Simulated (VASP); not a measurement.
# As (R-3m) in VASP: notebook

As is run at these levels: r2SCAN; tasks: single point.

Everything below comes from runs of VASP 6.6.1. Logs are shortened: lines on timing, memory, paths and dates and some standing lists are left out, and cuts for length are marked.

### 1 The cell of the first run

It takes space group R-3m (No. 166, trigonal). Conventional cell: a = 3.590 Å, b = 3.590 Å, c = 15.163 Å, α = 90.00°, β = 90.00°, γ = 120.00°. As (site symmetry 3m) has 3 As at 2.48 Å within 3.3 Å.

### 2 Single point, r2SCAN

POSCAR

```
As
1.0
    1.7950784285      1.0363890139      5.0542643309
   -1.7950784285      1.0363890139      5.0542643309
    0.0000000000     -2.0727780278      5.0542643309
As
2
Direct
    0.7883402482      0.7883402482      0.7883402482
    0.2116597518      0.2116597518      0.2116597518
```

INCAR.step1

```
ALGO = Normal
EDIFF = 1E-4
ENCUT = 520
GGA = PE
ISMEAR = 1
LASPH = True
LCHARG = False
LREAL = False
LWAVE = True
NBANDS = 12
NELM = 80
PREC = Accurate
SIGMA = 0.03
```

INCAR.step2

```
ALGO = Normal
EDIFF = 1E-6
ENCUT = 520
ISIF = 2
ISMEAR = 1
ISTART = 1
LASPH = True
LCHARG = False
LMIXTAU = True
LREAL = False
LWAVE = False
METAGGA = R2SCAN
NBANDS = 12
NELM = 80
PREC = Accurate
SIGMA = 0.03
```

KPOINTS

```
k-points
0
Gamma
  10 10 10
```

Potentials or basis: VASP PAW PBE potentials, release 64 (As).

Command:

```sh
$ cat potpaw_PBE.64/As/POTCAR > POTCAR
$ cp INCAR.step1 INCAR
$ mpirun -np 1 vasp_std > vasp.out
$ cp INCAR.step2 INCAR
$ mpirun -np 1 vasp_std > vasp.out
```

OUTCAR:

```text
EDIFF = 1E-6
   ENCUT = 520
   ISIF = 2
   ISMEAR = 1
   ISTART = 1
   LASPH = True
   LREAL = False
   METAGGA = R2SCAN
   NELM = 80
   PREC = Accurate

 ion  position               nearest neighbor table
   1  0.788  0.788  0.788-   2 2.48   2 2.48   2 2.48
   2  0.212  0.212  0.212-   1 2.48   1 2.48   1 2.48

  LATTYP: Found a trigonal (rhomboedric) cell.
 ALAT       =     5.4627828695
 COS(alpha) =     0.7840421605

  Lattice vectors:

 A1 = (   1.7950784285,   1.0363890139,   5.0542643309)
 A2 = (  -1.7950784285,   1.0363890139,   5.0542643309)
 A3 = (   0.0000000000,  -2.0727780278,   5.0542643309)

Analysis of symmetry for initial positions (statically):
=====================================================================
 Subroutine PRICEL returns:
 Original cell was already a primitive cell.

 Routine SETGRP: Setting up the symmetry group for a
 trigonal (rhombohedral) supercell.

 Subroutine GETGRP returns: Found 12 space group operations
 (whereof 12 operations were pure point group operations)
 out of a pool of 12 trial point group operations.

The static configuration has the point symmetry D_3d.

Analysis of symmetry for dynamics (positions and initial velocities):
=====================================================================
 Subroutine PRICEL returns:
 Original cell was already a primitive cell.

 Routine SETGRP: Setting up the symmetry group for a
 trigonal (rhombohedral) supercell.

 Subroutine GETGRP returns: Found 12 space group operations
 (whereof 12 operations were pure point group operations)
 out of a pool of 12 trial point group operations.

The dynamic configuration has the point symmetry D_3d.

 Subroutine INISYM returns: Found 12 space group operations
 (whereof 12 operations are pure point group operations),
 and found     1 'primitive' translations

----------------------------------------------------------------------------------------

                                     Primitive cell

  volume of cell :      56.4177

  direct lattice vectors                    reciprocal lattice vectors
     1.795078429  1.036389014  5.054264331     0.278539362  0.160814776  0.065950910
    -1.795078429  1.036389014  5.054264331    -0.278539362  0.160814776  0.065950910
     0.000000000 -2.072778028  5.054264331     0.000000000 -0.321629551  0.065950910

  length of vectors
     5.462782869  5.462782869  5.462782869     0.328321627  0.328321627  0.328321627
[... 90 lines left out ...]
   TEBEG  =    0.0;   TEEND  =   0.0 temperature during run
   PSTRESS=    0.0 pullay stress
   NELECT =      10.0000    total number of electrons
   NUPDOWN=      -1.0000    fix difference up-down
   EMIN   =  10.00;   EMAX   =-10.00  energy-range for DOS
   EFERMI =   0.00;   METHOD = LEGACY
   ISMEAR =     1;   SIGMA  =   0.03  broadening in eV -4-tet -1-fermi 0-gaus
   EFERMI_NEDOS =   21; number of points for ismear=-14 and -15
   IALGO  =     38    algorithm
   IMIX   =      4    mixing-type and parameters
     AMIX     =   0.40;   BMIX     =  1.00
     AMIX_MAG =   1.60;   BMIX_MAG =  1.00
  volume/ion in A,a.u.               =      28.21       190.36
  Fermi-wavevector in a.u.,A,eV,Ry     =   0.919609  1.737808 11.506174  0.845680
  Thomas-Fermi vector in A             =   2.044822
   LORBIT       =      0    0 simple, 1 ext, 2 COOP (PROOUT), +10 PAW based schemes
   METAGGA = R2SCAN    functional components
   LHFCALC =     F    Hartree Fock is set to
   AEXX    =    0.0000 exact exchange contribution
   IVDW    =     0    specifies the selected vdW correction
   LEPSILON=     F    determine dielectric tensor
   LRPA    =     F    only Hartree local field effects (RPA)
 non-spin polarized calculation
 Methfessel and Paxton  Order N= 1 SIGMA  =   0.03
  energy-cutoff  :      520.00
  volume of cell :       56.42
 maximum number of plane-waves:      1543
 NGX is ok and might be reduce to    42
   NGX = 21   NGY = 21   NGZ = 21

 number of electron      10.0000000 magnetization

 Free energy of the ion-electron system (eV)
  ---------------------------------------------------
  ext. energy  EPLUGINS =         0.00000000
  ---------------------------------------------------
  free energy    TOTEN  =       -29.41844678 eV

  energy without entropy =      -29.41844852  energy(sigma->0) =      -29.41844736

 E-fermi :   2.7614     XC(G=0):  -8.8529

 val. band max:        2.7361082877   @ k =   0.5000   0.5000   0.5000
 cond. band min:       3.3410609244   @ k =   0.4000  -0.0000   0.0000
 fundamental gap:      0.6049526368
 Fermi energy:         2.7613647461

 k-point     1 :       0.0000    0.0000    0.0000
  band No.  band energies     occupation
      1     -12.4215      2.00000
      2      -5.1113      2.00000
      3       0.3514      2.00000
      4       1.7015      2.00000
      5       1.7015      2.00000
      6       4.5941      0.00000
      7       5.6372      0.00000
      8       5.6372      0.00000
      9      11.2414      0.00000
     10      12.2820      0.00000
     11      12.2820      0.00000
     12      12.7826      0.00000
[... 331 lines left out ...]
 k-point    24 :       0.4000    0.3000   -0.0000
  band No.  band energies     occupation
      1     -10.6471      2.00000
      2      -6.5117      2.00000
      3      -1.9673      2.00000
      4      -0.6468      2.00000
      5       0.7890      2.00000
      6       4.7235      0.00000
      7       6.2155      0.00000
      8       6.4258      0.00000
      9       9.7308      0.00000
     10      11.9961      0.00000
     11      12.9760      0.00000
     12      13.7404      0.00000

 [... further k-points ...]

------------------------ aborting loop because EDIFF is reached ----------------------------------------

  FORCE on cell =-STRESS in cart. coord.  units (eV):
  Direction    XX          YY          ZZ          XY          YZ          ZX
  --------------------------------------------------------------------------------------
  -------------------------------------------------------------------------------------
  Total        0.0236030      0.0236030      0.0951176      0.0000000     -0.0000000      0.0000000
  in kB        0.6702890      0.6702890      2.7011955      0.0000000     -0.0000000      0.0000000
  external PRESSURE =       1.3472579 kB  Pullay stress =       0.0000000 kB

 VOLUME and BASIS-vectors are now :
 -----------------------------------------------------------------------------
  energy-cutoff  :      520.00
  volume of cell :       56.42
      direct lattice vectors                 reciprocal lattice vectors
     1.795078429  1.036389014  5.054264331     0.278539362  0.160814776  0.065950910
    -1.795078429  1.036389014  5.054264331    -0.278539362  0.160814776  0.065950910
     0.000000000 -2.072778028  5.054264331     0.000000000 -0.321629551  0.065950910

 POSITION                                       TOTAL-FORCE (eV/Angst)
 -----------------------------------------------------------------------------------
      0.00000      0.00000     11.95344         0.000000     -0.000000     -0.062010
      0.00000      0.00000      3.20935         0.000000      0.000000      0.062010
 -----------------------------------------------------------------------------------
    total drift:                               -0.000000     -0.000000      0.000000

  FREE ENERGIE OF THE ION-ELECTRON SYSTEM (eV)
  ---------------------------------------------------
  free  energy   TOTEN  =       -29.4184467812 eV

  energy  without entropy=      -29.4184485206  energy(sigma->0) =      -29.41844736
```

Wall time 9.9 min (1 thread of Intel Xeon 8259CL, shared host); peak memory 0.31 GiB.

What came out:

* Free energy: -29.4184 eV
* Pressure: 0.1 GPa
* Largest force: 0.062 eV/Å
* Band gap on the k mesh: 0.60 eV (least direct gap 1.15 eV)

Forces in eV/Å, atoms in the order of the input:
```
As   0.000  0.000 -0.062
As   0.000  0.000  0.062
```

Caveat: the PAW data sets were made with another functional, which shifts forces and pressure a little. A k mesh can miss the band edges.

### 3 Single point, r2SCAN

POSCAR is that of step 2.

INCAR.step1

```
PREC = Accurate
ENCUT = 520
ISMEAR = 1
SIGMA = 0.1
LREAL = F
LASPH = T
NELM = 80
NBANDS = 12
GGA = PE
ALGO = Normal
EDIFF = 1E-4
LWAVE = T
LCHARG = F
```

INCAR.step2

```
PREC = Accurate
ENCUT = 520
EDIFF = 1E-6
ISMEAR = 1
SIGMA = 0.1
LREAL = F
LASPH = T
NELM = 80
ALGO = Normal
ISIF = 2
LWAVE = F
LCHARG = F
METAGGA = R2SCAN
LMIXTAU = T
NBANDS = 12
ISTART = 1
```

KPOINTS

```
regular mesh
0
Gamma
  10 10 10
```

Potentials or basis: VASP PAW PBE potentials, release 64 (As).

Command:

```sh
$ cat potpaw_PBE.64/As/POTCAR > POTCAR
$ cp INCAR.step1 INCAR
$ mpirun -np 1 vasp_std > vasp.out
$ cp INCAR.step2 INCAR
$ mpirun -np 1 vasp_std > vasp.out
```

OUTCAR:

```text
PREC = Accurate
   ENCUT = 520
   EDIFF = 1E-6
   ISMEAR = 1
   LREAL = F
   LASPH = T
   NELM = 80
   ISIF = 2
   METAGGA = R2SCAN
   ISTART = 1

 ion  position               nearest neighbor table
   1  0.788  0.788  0.788-   2 2.48   2 2.48   2 2.48
   2  0.212  0.212  0.212-   1 2.48   1 2.48   1 2.48

  LATTYP: Found a trigonal (rhomboedric) cell.
 ALAT       =     5.4627828695
 COS(alpha) =     0.7840421605

[... 546 lines left out ...]
     12      13.7404      0.00000

 [... further k-points ...]

------------------------ aborting loop because EDIFF is reached ----------------------------------------

  FORCE on cell =-STRESS in cart. coord.  units (eV):
  Direction    XX          YY          ZZ          XY          YZ          ZX
  --------------------------------------------------------------------------------------
  -------------------------------------------------------------------------------------
  Total        0.0240988      0.0240988      0.0941689      0.0000000      0.0000000      0.0000000
  in kB        0.6843685      0.6843685      2.6742552      0.0000000      0.0000000      0.0000000
  external PRESSURE =       1.3476641 kB  Pullay stress =       0.0000000 kB

 VOLUME and BASIS-vectors are now :
 -----------------------------------------------------------------------------
  energy-cutoff  :      520.00
  volume of cell :       56.42
      direct lattice vectors                 reciprocal lattice vectors
     1.795078429  1.036389014  5.054264331     0.278539362  0.160814776  0.065950910
    -1.795078429  1.036389014  5.054264331    -0.278539362  0.160814776  0.065950910
     0.000000000 -2.072778028  5.054264331     0.000000000 -0.321629551  0.065950910

 POSITION                                       TOTAL-FORCE (eV/Angst)
 -----------------------------------------------------------------------------------
      0.00000      0.00000     11.95344         0.000000      0.000000     -0.061929
      0.00000      0.00000      3.20935         0.000000     -0.000000      0.061929
 -----------------------------------------------------------------------------------
    total drift:                               -0.000000     -0.000000      0.000000

  FREE ENERGIE OF THE ION-ELECTRON SYSTEM (eV)
  ---------------------------------------------------
  free  energy   TOTEN  =       -29.4184313566 eV

  energy  without entropy=      -29.4185300533  energy(sigma->0) =      -29.41846426
```

It took 9.3 min on 1 thread of Intel Xeon 8259CL, shared host; peak memory 0.31 GiB.

What came out:

- Free energy: -29.4184 eV
- Pressure: 0.1 GPa
- Largest force: 0.062 eV/Å
- Band gap on the k mesh: 0.60 eV (least direct gap 1.15 eV)

Forces on the atoms (eV/Å):
```
As   0.000  0.000 -0.062
As   0.000  0.000  0.062
```

Levels at points of the mesh, in eV from the valence-band top:
| k point | band 1 | band 2 | band 3 | band 4 | band 5 | band 6 | band 7 | band 8 | band 9 | band 10 |
| --- | --- | --- | --- | --- | --- | --- | --- | --- | --- | --- |
| (0.00, 0.00, 0.00) | -15.16 | -7.85 | -2.38 | -1.03 | -1.03 | 1.86 | 2.90 | 2.90 | 8.51 | 9.55 |
| (0.50, 0.00, 0.00) | -12.51 | -10.47 | -4.27 | -2.97 | -2.03 | 0.95 | 1.71 | 3.71 | 6.01 | 8.96 |
| (0.50, 0.50, 0.00) | -12.51 | -10.35 | -4.61 | -3.05 | -2.94 | 1.67 | 3.76 | 4.29 | 6.38 | 9.02 |
| (0.50, 0.50, 0.50) | -15.07 | -8.58 | -1.01 | -1.01 | 0.00 | 1.15 | 2.74 | 2.74 | 6.68 | 9.03 |

Caveat: the PAW data sets were made with another functional, which shifts forces and pressure a little. A k mesh can miss the band edges.
